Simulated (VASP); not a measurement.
Here is a VASP 6.6.1 calculation.

Contents of INCAR:

```
SYSTEM = KCl
PREC = Accurate
ENCUT = 520
EDIFF = 1E-6
ISMEAR = 0
SIGMA = 0.05
LREAL = .False.
LASPH = .True.
NELM = 80
ALGO = Normal
ISIF = 2
LWAVE = .False.
LCHARG = .False.
GGA = PE
NBANDS = 15
```

KPOINTS

```
Automatic mesh
0
Gamma
  10 10 10
  0 0 0
```

Contents of POSCAR:

```
KCl
1.0
    0.0000000000      3.1693294141      3.1693294141
    3.1693294141      0.0000000000      3.1693294141
    3.1693294141      3.1693294141      0.0000000000
K Cl
1 1
Direct
    0.0000000000      0.0000000000      0.0000000000
    0.5000000000      0.5000000000      0.5000000000
```

Potentials or basis: VASP PAW PBE potentials, release 64 (K_sv, Cl).

Launch:

```console
$ cat potpaw_PBE.64/K_sv/POTCAR potpaw_PBE.64/Cl/POTCAR > POTCAR
$ mpirun -np 1 vasp_std > vasp.out
```

(1) What does it give for the pressure?

(2) Predict the band gap on the k mesh.

Answers

(1) 0.4 GPa.

(2) 5.11 eV, direct.
